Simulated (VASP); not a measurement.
# MgO (Fm-3m) in VASP: notebook, part 2 of 4

VASP 6.6.1.

**3. G0W0 quasiparticle levels, PBE**

File POSCAR:

```
MgO
1.0
    0.0000000000      2.1055000000      2.1055000000
    2.1055000000      0.0000000000      2.1055000000
    2.1055000000      2.1055000000      0.0000000000
Mg O
1 1
Direct
    0.0000000000      0.0000000000      0.0000000000
    0.5000000000      0.5000000000      0.5000000000
```

File INCAR.step1:

```
SYSTEM = MgO
ALGO = Normal
EDIFF = 1E-8
ENCUT = 500
GGA = PE
ISMEAR = 0
LASPH = .TRUE.
LCHARG = .FALSE.
LREAL = .FALSE.
LWAVE = .TRUE.
NELM = 100
PREC = Accurate
SIGMA = 0.01
```

File INCAR.step2:

```
SYSTEM = MgO
ALGO = Exact
EDIFF = 1E-8
ENCUT = 500
GGA = PE
ISMEAR = 0
ISTART = 1
LASPH = .TRUE.
LCHARG = .FALSE.
LOPTICS = .TRUE.
LREAL = .FALSE.
LWAVE = .TRUE.
NBANDS = 34
NELM = 1
PREC = Accurate
SIGMA = 0.01
```

File INCAR.step3:

```
SYSTEM = MgO
ALGO = EVGW0
EDIFF = 1E-8
ENCUT = 500
ENCUTGW = 100.0
GGA = PE
ISMEAR = 0
ISTART = 1
LASPH = .TRUE.
LCHARG = .FALSE.
LREAL = .FALSE.
LWAVE = .FALSE.
NBANDS = 34
NBANDSGW = 12
NELMGW = 1
NOMEGA = 48
PREC = Accurate
PRECFOCK = Fast
SIGMA = 0.01
```

File KPOINTS:

```
k-points
0
G
  2 2 2
  0 0 0
```

Potentials or basis: VASP PAW PBE potentials, release 64 (Mg_GW, O_GW).

On the command line:

```sh
$ cat potpaw_PBE.64/Mg_GW/POTCAR potpaw_PBE.64/O_GW/POTCAR > POTCAR
$ cp INCAR.step1 INCAR
$ mpirun -np 1 vasp_std > vasp.out
$ cp INCAR.step2 INCAR
$ mpirun -np 1 vasp_std > vasp.out
$ cp INCAR.step3 INCAR
$ mpirun -np 1 vasp_std > vasp.out
```

OUTCAR:

```text
SYSTEM = MgO
   EDIFF = 1E-8
   ENCUT = 500
   ENCUTGW = 100.0
   GGA = PE
   ISMEAR = 0
   ISTART = 1
   LASPH = .TRUE.
   LREAL = .FALSE.
   NELMGW = 1
   PREC = Accurate
   PRECFOCK = Fast

 ion  position               nearest neighbor table
   1  0.000  0.000  0.000-   2 2.11   2 2.11   2 2.11   2 2.11   2 2.11   2 2.11
   2  0.500  0.500  0.500-   1 2.11   1 2.11   1 2.11   1 2.11   1 2.11   1 2.11

  LATTYP: Found a face centered cubic cell.
 ALAT       =     4.2110000000

  Lattice vectors:

 A1 = (   0.0000000000,   2.1055000000,   2.1055000000)
 A2 = (   2.1055000000,   0.0000000000,   2.1055000000)
 A3 = (   2.1055000000,   2.1055000000,   0.0000000000)

Analysis of symmetry for initial positions (statically):
=====================================================================
 Subroutine PRICEL returns:
 Original cell was already a primitive cell.

 Routine SETGRP: Setting up the symmetry group for a
 face centered cubic supercell.

 Subroutine GETGRP returns: Found 48 space group operations
 (whereof 48 operations were pure point group operations)
 out of a pool of 48 trial point group operations.

The static configuration has the point symmetry O_h .

Analysis of symmetry for dynamics (positions and initial velocities):
=====================================================================
 Subroutine PRICEL returns:
 Original cell was already a primitive cell.

 Routine SETGRP: Setting up the symmetry group for a
 face centered cubic supercell.

 Subroutine GETGRP returns: Found 48 space group operations
 (whereof 48 operations were pure point group operations)
 out of a pool of 48 trial point group operations.

The dynamic configuration has the point symmetry O_h .

 Subroutine INISYM returns: Found 48 space group operations
 (whereof 48 operations are pure point group operations),
 and found     1 'primitive' translations

----------------------------------------------------------------------------------------

                                     Primitive cell

  volume of cell :      18.6679

  direct lattice vectors                    reciprocal lattice vectors
     0.000000000  2.105500000  2.105500000    -0.237473284  0.237473284  0.237473284
     2.105500000  0.000000000  2.105500000     0.237473284 -0.237473284  0.237473284
     2.105500000  2.105500000  0.000000000     0.237473284  0.237473284 -0.237473284

  length of vectors
     2.977626656  2.977626656  2.977626656     0.411315794  0.411315794  0.411315794

  position of ions in fractional coordinates (direct lattice)
     0.000000000  0.000000000  0.000000000
     0.500000000  0.500000000  0.500000000

  ion indices of the primitive-cell ions
   primitive index   ion index
                 1           1
                 2           2

----------------------------------------------------------------------------------------

 KPOINTS: k-points

Automatic generation of k-mesh.
 Grid dimensions read from file:
 generate k-points for:    2    2    2

 Generating k-lattice:

  Cartesian coordinates                     Fractional coordinates (reciprocal lattice)
    -0.118736642  0.118736642  0.118736642     0.500000000  0.000000000  0.000000000
     0.118736642 -0.118736642  0.118736642     0.000000000  0.500000000  0.000000000
     0.118736642  0.118736642 -0.118736642     0.000000000  0.000000000  0.500000000

  Length of vectors
     0.205657897  0.205657897  0.205657897

  Shift w.r.t. Gamma in fractional coordinates (k-lattice)
     0.000000000  0.000000000  0.000000000

 Subroutine IBZKPT returns following result:
 ===========================================

 Found      3 irreducible k-points:

 Following reciprocal coordinates:
            Coordinates               Weight
  0.000000  0.000000  0.000000      1.000000
  0.500000  0.000000  0.000000      4.000000
  0.500000  0.500000  0.000000      3.000000
   k-points           NKPTS =      3   k-points in BZ     NKDIM =      8   number of bands    NBANDS=     34
   number of dos      NEDOS =    301   number of ions     NIONS =      2
   total plane-waves  NPLWV =  13824
   dimension x,y,z NGX =    24 NGY =   24 NGZ =   24
   dimension x,y,z NGXF=    48 NGYF=   48 NGZF=   48
   ions per type =               1   1
   NGX,Y,Z   is equivalent  to a cutoff of  13.40, 13.40, 13.40 a.u.
   NGXF,Y,Z  is equivalent  to a cutoff of  26.80, 26.80, 26.80 a.u.
 SYSTEM =  MgO
   PREC   = accura    normal or accurate (medium, high low for compatibility)
   ISTART =      1    job   : 0-new  1-cont  2-samecut
   ICHARG =      0    charge: 1-file 2-atom 10-const
   ISPIN  =      1    spin polarized calculation?
   LNONCOLLINEAR =      F non collinear calculations
   LSORBIT =      F    spin-orbit coupling
   LASPH  =      T    aspherical Exc in radial PAW
   ENCUT  =  500.0 eV  36.75 Ry    6.06 a.u.   5.43  5.43  5.43*2*pi/ulx,y,z
   NELM   =     60;   NELMIN=  2; NELMDL=  0     # of ELM steps
   EDIFF  = 0.1E-07   stopping-criterion for ELM
   LREAL  =      F    real-space projection
   EDIFFG = 0.1E-06   stopping-criterion for IOM
   NSW    =      0    number of steps for IOM
   IBRION =     -1    ionic relax: 0-MD 1-quasi-New 2-CG
   NFREE  =      0    steps in history (QN), initial steepest desc. (CG)
   ISIF   =      0    stress and relaxation
   ISYM   =      3    0-nonsym 1-usesym 2-fastsym
   POTIM  = 0.5000    time-step for ionic-motion
   TEBEG  =    0.0;   TEEND  =   0.0 temperature during run
   PSTRESS=    0.0 pullay stress
   NELECT =       8.0000    total number of electrons
   NUPDOWN=      -1.0000    fix difference up-down
   EMIN   =  10.00;   EMAX   =-10.00  energy-range for DOS
   EFERMI =   0.00;   METHOD = LEGACY
   ISMEAR =     0;   SIGMA  =   0.01  broadening in eV -4-tet -1-fermi 0-gaus
   EFERMI_NEDOS =   21; number of points for ismear=-14 and -15
   IALGO  =     38    algorithm
   IMIX   =      4    mixing-type and parameters
     AMIX     =   0.40;   BMIX     =  1.00
     AMIX_MAG =   1.60;   BMIX_MAG =  1.00
  volume/ion in A,a.u.               =       9.33        62.99
  Fermi-wavevector in a.u.,A,eV,Ry     =   1.234259  2.332411 20.727046  1.523395
  Thomas-Fermi vector in A             =   2.368956
   LORBIT       =      0    0 simple, 1 ext, 2 COOP (PROOUT), +10 PAW based schemes
   GGA     = PE    functional components
   LHFCALC =     T    Hartree Fock is set to
   PRECFOCK=fast      Normal, Fast or Accurate (Low or Medium for compatibility)
   ENCUT4O =  -1.0   cutoff for four orbital integrals eV
   NKREDX  =     1    reduce k-point grid by
   NKREDY  =     1    reduce k-point grid by
   NKREDZ  =     1    reduce k-point grid by
   AEXX    =    1.0000 exact exchange contribution
   HFSCREEN=    0.0000 screening length (either q_TF or 0.3 A-1)
   HFSCREENC=   0.0000 screening length for correlation (either q_TF or 0.3 A-1)
   ENCUTFOCK=  -1.0 apply spherical cutoff to Coloumb kernel
   IVDW    =     0    specifies the selected vdW correction
   LEPSILON=     F    determine dielectric tensor
   LRPA    =     F    only Hartree local field effects (RPA)
   LRPAFORCE           =     F    calculate RPA forces
   ENCUTGW             = 100.0    cutoff for response function in eV
   ENCUTGWSOFT         =  80.0    soft cutoff for Coulomb kernel in GW response function in eV
   ENCUTLF             =  -1.0    cutoff for local field effects
   NELMGW              =     1    number of iterations in solving QP/BSE equation
   NELMHF              =     1    number of iterations in the inner HF iteration
   NKREDLFX            =     1    NKREDLFY  =   1   NKREDLFZ  =   1
 non-spin polarized calculation
 Gauss-broadening in eV      SIGMA  =   0.01
  energy-cutoff  :      500.00
  volume of cell :       18.67
 maximum number of plane-waves:       476
 NGX is ok and might be reduce to    24
  NGX = 12; NGY = 12; NGZ = 12
   NGX = 11   NGY = 11   NGZ = 11
 maximum number of plane-waves:        51
 NGX is ok and might be reduce to    10

 QP shifts <psi_nk| G(iteration)W_0 |psi_nk>: iteration 1
 for sc-GW calculations column KS-energies equals QP-energies in previous step
 and V_xc(KS)=  KS-energies - (<T + V_ion + V_H > + <T+V_H+V_ion>^1  + <V_x>^1)

 k-point   1 :       0.0000    0.0000    0.0000
  band No.  KS-energies  QP-energies   sigma(KS)   V_xc(KS)     V^pw_x(r,r')   Z            occupation Imag(sigma)

      1     -13.6537     -16.0066     -21.0461     -18.0055     -29.7069       0.7738       2.0000       1.3045
      2       3.6850       2.8400     -20.7815     -19.6833     -25.9711       0.7694       2.0000       0.2468
      3       3.6850       2.8400     -20.7815     -19.6833     -25.9711       0.7694       2.0000       0.2468
      4       3.6850       2.8400     -20.7815     -19.6833     -25.9711       0.7694       2.0000       0.2468
      5       8.1678       9.1279     -10.9302     -12.1429      -6.4959       0.7917       0.0000      -0.2324
      6      19.0813      19.9256      -7.8296      -8.8994      -2.8153       0.7892       0.0000      -0.2298
      7      19.0813      19.9256      -7.8296      -8.8994      -2.8153       0.7892       0.0000      -0.2298
      8      19.0813      19.9256      -7.8296      -8.8994      -2.8153       0.7892       0.0000      -0.2298
      9      23.0907      23.1556      -7.4920      -7.5740      -1.4619       0.7910       0.0000      -0.8306
     10      24.7501      26.0022      -8.2179      -9.8061      -3.1631       0.7883       0.0000      -0.2612
     11      24.7501      26.0022      -8.2179      -9.8061      -3.1631       0.7883       0.0000      -0.2612
     12      27.2693      28.5497      -7.7967      -9.3913      -1.8157       0.8030       0.0000      -0.7894

 k-point   2 :       0.5000    0.0000    0.0000
  band No.  KS-energies  QP-energies   sigma(KS)   V_xc(KS)     V^pw_x(r,r')   Z            occupation Imag(sigma)
[... 17 lines left out ...]
      1     -12.0409     -14.1619     -22.6867     -19.7807     -31.2760       0.7299       2.0000       1.1226
      2      -0.5795      -2.0117     -16.8642     -14.9960     -21.6574       0.7667       2.0000       0.2657
      3       2.2681       1.1990     -19.4398     -18.0417     -24.5446       0.7647       2.0000       0.2547
      4       2.2681       1.1990     -19.4398     -18.0417     -24.5446       0.7647       2.0000       0.2547
      5      12.4359      12.9783      -7.6701      -8.3484      -2.9064       0.7996       0.0000      -0.1979
      6      13.2245      14.2135      -8.2846      -9.5313      -3.5282       0.7933       0.0000      -0.2099
      7      16.6850      18.2231     -13.1760     -15.2067      -8.3598       0.7574       0.0000      -0.2915
      8      22.3234      23.8037     -10.4321     -12.3784      -4.7725       0.7606       0.0000      -0.4627
      9      22.3234      23.8037     -10.4321     -12.3784      -4.7725       0.7606       0.0000      -0.4627
     10      28.6235      30.2886      -9.4992     -11.5628      -3.8605       0.8068       0.0000      -0.6376
     11      30.0854      31.6860      -8.3270     -10.3349      -3.2041       0.7972       0.0000      -0.3473
     12      34.0310      34.9025      -7.2947      -8.3863      -1.4597       0.7984       0.0000      -0.7933
```

Run time: 6.8 s. Hardware: 1 thread of Intel Xeon 6975P-C (Granite Rapids), shared host; peak memory 0.14 GiB.

Results:

```yaml
Band_gap_on_the_k_mesh_mean-field_level: 4.48 eV, direct
Quasiparticle_gap: 6.29 eV
Least_direct_quasiparticle_gap: 6.29 eV
```

Levels at points of the mesh, in eV from the valence-band top:
| k point | band 1 | band 2 | band 3 | band 4 | band 5 | band 6 | band 7 | band 8 |
| --- | --- | --- | --- | --- | --- | --- | --- | --- |
| (0.00, 0.00, 0.00) | -17.34 | 0.00 | 0.00 | 0.00 | 4.48 | 15.40 | 15.40 | 15.40 |
| (0.50, 0.00, 0.00) | -16.00 | -4.82 | -0.68 | -0.68 | 7.58 | 12.51 | 15.83 | 15.83 |
| (0.50, 0.50, 0.00) | -15.73 | -4.26 | -1.42 | -1.42 | 8.75 | 9.54 | 13.00 | 18.64 |

Caveat: the k points lie up to 1.29 Å⁻¹ apart; bands, screening cutoff and mesh are small and nothing is extrapolated, so the quasiparticle values aren't converged.

[end of part 2 of 4]
